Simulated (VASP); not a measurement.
# H4CO in VASP: single point with PBE+D3(BJ)

Aim: the single point of H4CO with PBE+D3(BJ).

All numbers are computed with VASP 6.6.1; they aren't measurements. Logs are shortened: lines on timing, memory, paths and dates and some standing lists are left out, and cuts for length are marked.

**1. The cell of the first run**

The cell holds a disordered packing, 36 atoms: a = 7.587 Å, b = 7.587 Å, c = 7.587 Å, α = 90.00°, β = 90.00°, γ = 90.00°.

**2. Single point, PBE+D3(BJ)**

INCAR

```
SYSTEM = H4CO
  PREC = Accurate
  ENCUT = 1000
  EDIFF = 1E-6
  ISMEAR = -1
  SIGMA = 0.02
  LREAL = Auto
  LASPH = .TRUE.
  NELM = 120
  ALGO = Normal
  ISIF = 2
  LWAVE = .FALSE.
  LCHARG = .TRUE.
  GGA = PE
  IVDW = 12
  LELF = .TRUE.
  LVHAR = .TRUE.
  NBANDS = 66
  GGA_COMPAT = .FALSE.
```

KPOINTS

```
regular mesh
0
G
  1 1 1
  0 0 0
```

POSCAR

```
H4CO
1.0
    7.5874210000      0.0000000000      0.0000000000
    0.0000000000      7.5874210000      0.0000000000
    0.0000000000      0.0000000000      7.5874210000
H O C
24 6 6
Direct
    0.5717489513      0.3178286799      0.1436192878
    0.5842828545      0.3852033517      0.2257684133
   -0.0036639591      0.6087839333      0.7550655223
   -0.0436248364      0.6860038477      0.8015371758
    0.2483584343      0.3171960538      0.4355366600
    0.3195156826      0.2680752788      0.3770451119
    0.7502549285      0.6541748507      0.4883872926
    0.8291882051      0.6686198117      0.4366437555
    0.4855536552      0.9280228420      0.3198319956
    0.5605857379      0.8859927504      0.2648857893
    0.2050894500      0.8414716937      0.6101019042
    0.2928663112      0.8293068224      0.5931264391
    0.6472686833      0.7615103999      0.9168332692
    0.6729691156      1.0158919612      0.8789943249
    0.9951339197      0.1204888987      0.6407974462
    0.9226718802      0.1322583787      0.4095858132
   -0.0679413993      0.4065544801      0.9005826881
   -0.0939845041      0.1896032921      1.0044519739
    0.2037055806      0.7682188717      0.2978087021
    0.0813715227      0.6254826245      0.1168908381
    0.4615929444      0.5400781109      0.7005015275
    0.5637884072      0.3937306234      0.5357683461
    0.4444856823      0.1070719550      0.9857367872
    0.2048917544      0.0026491215      0.9829031498
    0.8743418877      0.8735511052      1.0133878165
    0.7271113597      0.0550252846      0.5724738353
   -0.0494898069      0.3837140446      1.1655211962
    0.3453610917      0.5918216480      0.1576688574
    0.6800993381      0.4034440688      0.7747164682
    0.2706189626      0.1899723239      0.7852734150
    0.7312366086      0.8828955188      0.9458945273
    0.8854919214      0.0903469044      0.5424240990
   -0.0733846191      0.3289391745      1.0251836559
    0.2063415224      0.6595126328      0.1980383058
    0.5649350418      0.4435762824      0.6692128986
    0.3054133941      0.1035661525      0.9158316113
```

Potentials or basis: VASP PAW PBE potentials, release 64 (H_h, O_h, C_h).

Launch:

```sh
$ cat potpaw_PBE.64/H_h/POTCAR potpaw_PBE.64/O_h/POTCAR potpaw_PBE.64/C_h/POTCAR > POTCAR
$ mpirun -np 1 vasp_gam > vasp.out
```

OUTCAR:

```text
SYSTEM = H4CO
   PREC = Accurate
   ENCUT = 1000
   EDIFF = 1E-6
   ISMEAR = -1
   LREAL = Auto
   LASPH = .TRUE.
   NELM = 120
   ISIF = 2
   GGA = PE
   IVDW = 12
 IVDW          = 12

 ion  position               nearest neighbor table
   1  0.572  0.318  0.144-   2 0.81
   2  0.584  0.385  0.226-   1 0.81
   3  0.996  0.609  0.755-   4 0.75
   4  0.956  0.686  0.802-   3 0.75
   5  0.248  0.317  0.436-   6 0.79
   6  0.320  0.268  0.377-   5 0.79
   7  0.750  0.654  0.488-   8 0.72
   8  0.829  0.669  0.437-   7 0.72
   9  0.486  0.928  0.320-  10 0.77
  10  0.561  0.886  0.265-   9 0.77
  11  0.205  0.841  0.610-  12 0.68
  12  0.293  0.829  0.593-  11 0.68
  13  0.647  0.762  0.917-  31 1.14
  14  0.673  0.016  0.879-
  15  0.995  0.120  0.641-  32 1.14
  16  0.923  0.132  0.410-  32 1.09
  17  0.932  0.407  0.901-  33 1.11
  18  0.906  0.190  0.004-  33 1.08
  19  0.204  0.768  0.298-  34 1.12
  20  0.081  0.625  0.117-  34 1.16
[... 8 lines left out ...]
  29  0.680  0.403  0.775-  35 1.22
  30  0.271  0.190  0.785-  36 1.22
  31  0.731  0.883  0.946-  13 1.14  25 1.20
  32  0.885  0.090  0.542-  16 1.09  15 1.14  26 1.25
  33  0.927  0.329  0.025-  18 1.08  17 1.11  27 1.16
  34  0.206  0.660  0.198-  19 1.12  20 1.16  28 1.21
  35  0.565  0.444  0.669-  22 1.08  21 1.10  29 1.22
  36  0.305  0.104  0.916-  23 1.18  24 1.19  30 1.22

  LATTYP: Found a simple cubic cell.
 ALAT       =     7.5874210000

  Lattice vectors:

 A1 = (   7.5874210000,   0.0000000000,   0.0000000000)
 A2 = (   0.0000000000,   7.5874210000,   0.0000000000)
 A3 = (   0.0000000000,   0.0000000000,   7.5874210000)

Analysis of symmetry for initial positions (statically):
=====================================================================
 Subroutine PRICEL returns:
 Original cell was already a primitive cell.

 Routine SETGRP: Setting up the symmetry group for a
 simple cubic supercell.

 Subroutine GETGRP returns: Found  1 space group operations
 (whereof  1 operations were pure point group operations)
 out of a pool of 48 trial point group operations.

The static configuration has the point symmetry C_1 .

Analysis of symmetry for dynamics (positions and initial velocities):
=====================================================================
 Subroutine PRICEL returns:
 Original cell was already a primitive cell.

 Routine SETGRP: Setting up the symmetry group for a
 simple cubic supercell.

 Subroutine GETGRP returns: Found  1 space group operations
 (whereof  1 operations were pure point group operations)
 out of a pool of 48 trial point group operations.

The dynamic configuration has the point symmetry C_1 .

 Subroutine INISYM returns: Found  1 space group operations
 (whereof  1 operations are pure point group operations),
 and found     1 'primitive' translations

----------------------------------------------------------------------------------------

                                     Primitive cell

  volume of cell :     436.7999

  direct lattice vectors                    reciprocal lattice vectors
     7.587421000  0.000000000  0.000000000     0.131797089  0.000000000  0.000000000
     0.000000000  7.587421000  0.000000000     0.000000000  0.131797089  0.000000000
     0.000000000  0.000000000  7.587421000     0.000000000  0.000000000  0.131797089

  length of vectors
     7.587421000  7.587421000  7.587421000     0.131797089  0.131797089  0.131797089

  position of ions in fractional coordinates (direct lattice)
     0.571748951  0.317828680  0.143619288
     0.584282855  0.385203352  0.225768413
     0.996336041  0.608783933  0.755065522
     0.956375164  0.686003848  0.801537176
     0.248358434  0.317196054  0.435536660
     0.319515683  0.268075279  0.377045112
[... 28 lines left out ...]
     0.564935042  0.443576282  0.669212899
     0.305413394  0.103566153  0.915831611

  ion indices of the primitive-cell ions
   primitive index   ion index
                 1           1
                 2           2
                 3           3
                 4           4
                 5           5
                 6           6
[... 28 lines left out ...]
                35          35
                36          36

----------------------------------------------------------------------------------------

 KPOINTS: regular mesh

Automatic generation of k-mesh.
 Grid dimensions read from file:
 generate k-points for:    1    1    1

 Generating k-lattice:

  Cartesian coordinates                     Fractional coordinates (reciprocal lattice)
     0.131797089  0.000000000  0.000000000     1.000000000  0.000000000  0.000000000
     0.000000000  0.131797089  0.000000000     0.000000000  1.000000000  0.000000000
     0.000000000  0.000000000  0.131797089     0.000000000  0.000000000  1.000000000

  Length of vectors
     0.131797089  0.131797089  0.131797089

  Shift w.r.t. Gamma in fractional coordinates (k-lattice)
     0.000000000  0.000000000  0.000000000

 Subroutine IBZKPT returns following result:
 ===========================================

 Found      1 irreducible k-points:

 Following reciprocal coordinates:
            Coordinates               Weight
  0.000000  0.000000  0.000000      1.000000
   k-points           NKPTS =      1   k-points in BZ     NKDIM =      1   number of bands    NBANDS=     66
   number of dos      NEDOS =    301   number of ions     NIONS =     36
   total plane-waves  NPLWV = 512000
   dimension x,y,z NGX =    80 NGY =   80 NGZ =   80
   dimension x,y,z NGXF=   160 NGYF=  160 NGZF=  160
   ions per type =              24   6   6
   NGX,Y,Z   is equivalent  to a cutoff of  17.53, 17.53, 17.53 a.u.
   NGXF,Y,Z  is equivalent  to a cutoff of  35.06, 35.06, 35.06 a.u.
 SYSTEM =  H4CO
   PREC   = accura    normal or accurate (medium, high low for compatibility)
   ISTART =      0    job   : 0-new  1-cont  2-samecut
   ICHARG =      2    charge: 1-file 2-atom 10-const
   ISPIN  =      1    spin polarized calculation?
   LNONCOLLINEAR =      F non collinear calculations
   LSORBIT =      F    spin-orbit coupling
   LASPH  =      T    aspherical Exc in radial PAW
   ENCUT  = 1000.0 eV  73.50 Ry    8.57 a.u.  19.56 19.56 19.56*2*pi/ulx,y,z
   NELM   =    120;   NELMIN=  2; NELMDL= -5     # of ELM steps
   EDIFF  = 0.1E-05   stopping-criterion for ELM
   LREAL  =      T    real-space projection
   EDIFFG = 0.1E-04   stopping-criterion for IOM
   NSW    =      0    number of steps for IOM
   IBRION =     -1    ionic relax: 0-MD 1-quasi-New 2-CG
   NFREE  =      0    steps in history (QN), initial steepest desc. (CG)
   ISIF   =      2    stress and relaxation
   ISYM   =      2    0-nonsym 1-usesym 2-fastsym
   POTIM  = 0.5000    time-step for ionic-motion
   TEBEG  =    0.0;   TEEND  =   0.0 temperature during run
   PSTRESS=    0.0 pullay stress
   NELECT =      84.0000    total number of electrons
   NUPDOWN=      -1.0000    fix difference up-down
   EMIN   =  10.00;   EMAX   =-10.00  energy-range for DOS
   EFERMI =   0.00;   METHOD = LEGACY
   ISMEAR =    -1;   SIGMA  =   0.02  broadening in eV -4-tet -1-fermi 0-gaus
   EFERMI_NEDOS =   21; number of points for ismear=-14 and -15
   IALGO  =     38    algorithm
   IMIX   =      4    mixing-type and parameters
     AMIX     =   0.40;   BMIX     =  1.00
     AMIX_MAG =   1.60;   BMIX_MAG =  1.00
  volume/ion in A,a.u.               =      12.13        81.88
  Fermi-wavevector in a.u.,A,eV,Ry     =   0.944946  1.785689 12.148959  0.892923
  Thomas-Fermi vector in A             =   2.072800
   LORBIT       =      0    0 simple, 1 ext, 2 COOP (PROOUT), +10 PAW based schemes
   GGA     = PE    functional components
   LHFCALC =     F    Hartree Fock is set to
   AEXX    =    0.0000 exact exchange contribution
   IVDW    =    12    specifies the selected vdW correction
   LEPSILON=     F    determine dielectric tensor
   LRPA    =     F    only Hartree local field effects (RPA)
 non-spin polarized calculation
  energy-cutoff  :     1000.00
  volume of cell :      436.80
 maximum number of plane-waves:     15720
 NGX is ok and might be reduce to    80
   NGX = 39   NGY = 39   NGZ = 39

 number of electron      84.0000004 magnetization

 Free energy of the ion-electron system (eV)
  ---------------------------------------------------
  ext. energy  EPLUGINS =         0.00000000
  ---------------------------------------------------
  free energy    TOTEN  =      -173.28976794 eV

  energy without entropy =     -173.28976794  energy(sigma->0) =     -173.28976794

 E-fermi :  -1.9958     XC(G=0):  -6.3848

 val. band max:       -2.4910434438   @ k =   0.0000   0.0000   0.0000
 cond. band min:       0.0055643926   @ k =   0.0000   0.0000   0.0000
 fundamental gap:      2.4966078364
 Fermi energy:        -1.9957894198

 k-point     1 :       0.0000    0.0000    0.0000
  band No.  band energies     occupation
      1     -24.1237      2.00000
      2     -23.9638      2.00000
      3     -23.8914      2.00000
      4     -23.3455      2.00000
      5     -23.2364      2.00000
      6     -22.9807      2.00000
[... 46 lines left out ...]
     53       3.8775      0.00000
     54       4.1699      0.00000
 [bands above 54 left out]

------------------------ aborting loop because EDIFF is reached ----------------------------------------

 Edisp (eV)   -1.29939

 E8    (eV) :    -0.2843

  FORCE on cell =-STRESS in cart. coord.  units (eV):
  Direction    XX          YY          ZZ          XY          YZ          ZX
  --------------------------------------------------------------------------------------
  -------------------------------------------------------------------------------------
  Total      -3.58577    -0.10736     3.25236    -0.70323     3.93891    -1.21509
  in kB     -13.15258    -0.39379    11.92963    -2.57944    14.44789    -4.45694
  external pressure =       -0.54 kB  Pullay stress =        0.00 kB

 VOLUME and BASIS-vectors are now :
 -----------------------------------------------------------------------------
  energy-cutoff  :     1000.00
  volume of cell :      436.80
      direct lattice vectors                 reciprocal lattice vectors
     7.587421000  0.000000000  0.000000000     0.131797089  0.000000000  0.000000000
     0.000000000  7.587421000  0.000000000     0.000000000  0.131797089  0.000000000
     0.000000000  0.000000000  7.587421000     0.000000000  0.000000000  0.131797089

 POSITION                                       TOTAL-FORCE (eV/Angst)
 -----------------------------------------------------------------------------------
      4.33810      2.41150      1.08970         0.190596      0.942589      1.282871
      4.43320      2.92270      1.71300        -0.178733     -1.071777     -1.271132
      7.55962      4.61910      5.72900         0.070532     -0.011227     -0.140602
      7.25642      5.20500      6.08160         0.117992     -0.011509     -0.041200
      1.88440      2.40670      3.30460         0.781599     -0.623161     -0.662344
      2.42430      2.03400      2.86080        -0.837356      0.555970      0.671791
[... 28 lines left out ...]
      4.28640      3.36560      5.07760         0.920255      0.017132      0.953965
      2.31730      0.78580      6.94880         0.195123     -0.827812      0.806263
 -----------------------------------------------------------------------------------
    total drift:                                0.004499     -0.003558     -0.002190

  FREE ENERGIE OF THE ION-ELECTRON SYSTEM (eV)
  ---------------------------------------------------
  free  energy   TOTEN  =      -174.5891590907 eV

  energy  without entropy=     -174.5891590907  energy(sigma->0) =     -174.58915909
```

Run time: 75 s. Hardware: 1 thread of Intel Xeon 6975P-C (Granite Rapids), shared host; peak memory 0.88 GiB.

What came out:

```
Free energy                : -174.5892 eV
Pressure                   : -0.1 GPa
Largest force              : 5.293 eV/Å
Band gap on the k mesh     : 2.50 eV
Dispersion energy per atom : -0.036 eV
```

Forces in eV/Å, atoms in the order of the input:
```
H    0.191  0.943  1.283
H   -0.179 -1.072 -1.271
H    0.071 -0.011 -0.141
H    0.118 -0.012 -0.041
H    0.782 -0.623 -0.662
H   -0.837  0.556  0.672
H   -0.717 -0.069  0.446
H    0.757  0.108 -0.560
H    0.553 -0.232 -0.410
H   -0.606  0.261  0.409
H   -2.682  0.338  0.555
H    2.731 -0.359 -0.523
H    0.345  0.468  0.431
H    0.879 -1.602  1.188
H   -0.847 -0.768  0.056
H    0.202 -0.277 -0.722
H    0.125  0.126  0.299
H   -0.424 -1.240 -0.262
H   -0.323 -0.225  0.109
H    0.933  0.554  1.204
H   -0.385  0.239  0.278
H   -0.034 -0.502 -0.733
H   -1.448  0.178 -0.774
H    1.001  1.244 -0.868
O    0.320  0.242  0.465
O    2.834  0.062  0.016
O    0.580  1.993  4.869
O    0.158 -0.096  0.206
O   -0.862  0.162 -0.525
O    0.139 -0.444  0.881
C   -1.562  0.976 -1.924
C   -2.185  0.987  0.597
C   -0.095 -1.319 -4.641
C   -0.647  0.224 -1.665
C    0.920  0.017  0.954
C    0.195 -0.828  0.806
```

Caveat: the k points lie up to 0.83 Å⁻¹ apart, too coarse for converged energies, forces and pressures.
